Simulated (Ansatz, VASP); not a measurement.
One calculation of HfN, two programs

The input POSCAR:

```
HfN
1.0
    3.1953728034      0.0000000000      0.0000000000
   -1.5976864018      2.7672740223      0.0000000000
    0.0000000000      0.0000000000      5.5230058234
Hf N
2 2
Direct
    0.3333333333      0.6666666667      0.2500000000
    0.6666666667      0.3333333333      0.7500000000
    0.0000000000      0.0000000000      0.5000000000
    0.0000000000      0.0000000000      0.0000000000
```

Contents of INCAR.step1:

```
SYSTEM = HfN
PREC = Accurate ; ENCUT = 520
ISMEAR = -1 ; SIGMA = 0.05
LREAL = .FALSE. ; LASPH = .TRUE.
NELM = 80 ; NBANDS = 23
GGA = PE ; ALGO = Normal
EDIFF = 1E-4 ; LWAVE = .TRUE.
LCHARG = .FALSE.
```

The input INCAR.step2:

```
SYSTEM = HfN
PREC = Accurate ; ENCUT = 520
EDIFF = 1E-6 ; ISMEAR = -1
SIGMA = 0.05 ; LREAL = .FALSE.
LASPH = .TRUE. ; NELM = 80
ALGO = Normal ; ISIF = 2
LWAVE = .FALSE. ; LCHARG = .FALSE.
METAGGA = R2SCAN ; LMIXTAU = .TRUE.
NBANDS = 23 ; ISTART = 1
```

Contents of KPOINTS:

```
regular mesh
0
G
  10 10 5
  0 0 0
```

File input.yaml:

```yaml
crystal:
  lattice:
    - [3.1953728034, 0.0, 0.0]
    - [-1.5976864018, 2.7672740223, 0.0]
    - [0.0, 0.0, 5.5230058234]
  atoms:
    - { symbol: Hf, position: [0.3333333333, 0.6666666667, 0.25] }
    - { symbol: Hf, position: [0.6666666667, 0.3333333333, 0.75] }
    - { symbol: "N", position: [0.0, 0.0, 0.5] }
    - { symbol: "N", position: [0.0, 0.0, 0.0] }
hamiltonian:
  xc: r2scan
  pseudopotentials: { kind: paw }
kpoints:
  mp_grid: { grid: [10, 10, 5] }
scf:
  occupations: { method: fermi_dirac, width: 0.05 }
output:
  forces: true
  stress: true
  eigenvalues: true
```

Alike in both runs: task single point; functional r2SCAN; k mesh 10 × 10 × 5; occupations fermi-dirac, width 0.05 eV; no spin polarisation.

```csv
,VASP,Ansatz
version,VASP 6.6.1,Ansatz 0.2.0
potentials or method,"VASP PAW PBE potentials, release 64 (Hf_pv, N)",Ansatz PAW
plane-wave cutoff (eV),520,500
valence electrons in the cell,30,62
```

VASP gave:

| Item | Value |
| --- | --- |
| gap on the k mesh at the Fermi level (eV) | none |
| pressure (GPa) | -14.9 |
| traceless stress, the component that is largest in VASP (GPa) | 0.03 |

Q: Which values does Ansatz return?

A: gap on the k mesh at the Fermi level (eV): none; pressure (GPa): -12.5; traceless stress, the component that is largest in VASP (GPa): -0.08.

VASP's potentials were made for PBE, not for r2SCAN. A gap of «none» marks a metal or a gap that the smearing closes. VASP's potentials hold 30 valence electrons a cell and Ansatz's 62, so a difference there can come from the potentials and not from the codes.

Spin-orbit coupling is off throughout.
